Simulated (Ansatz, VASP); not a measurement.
One calculation of ScAl3, two programs

```
Al Sc
1.0
     4.03210    0.00000    0.00000
     0.00000    4.03210    0.00000
     0.00000    0.00000    4.03210
Al Sc
3 1
Direct
  0.00000 0.50000 0.50000
  0.50000 0.00000 0.50000
  0.50000 0.50000 0.00000
  0.00000 0.00000 0.00000
```

Alike in both runs: functional LDA; k mesh 12 × 12 × 12; occupations gaussian, width 0.1 eV; no spin polarisation.

Ansatz relaxed the structure, and its values are those at the end. VASP's run is a single point on that final structure, the one shown.

|  | VASP | Ansatz |
| --- | --- | --- |
| version | VASP 6.6.1 | Ansatz 0.2.0 |
| potentials or method | VASP PAW LDA potentials, release 64 (Al, Sc_sv) | scalar-relativistic, plane waves, PAW |
| plane-wave cutoff (eV) | 520 | 420 |
| valence electrons in the cell | 20 | 20 |

```tsv
	VASP	Ansatz	Ansatz less VASP
gap on the k mesh at the Fermi level (eV)	none	none	-
pressure (GPa)	0.1	0.0	-0.16
```

Ansatz warns that its potentials were made for another functional, while VASP's fit it. LDA's correlation is that of Perdew and Zunger in VASP and of Perdew and Wang (1992) in Ansatz. A gap of «none» marks a metal or a gap that the smearing closes.
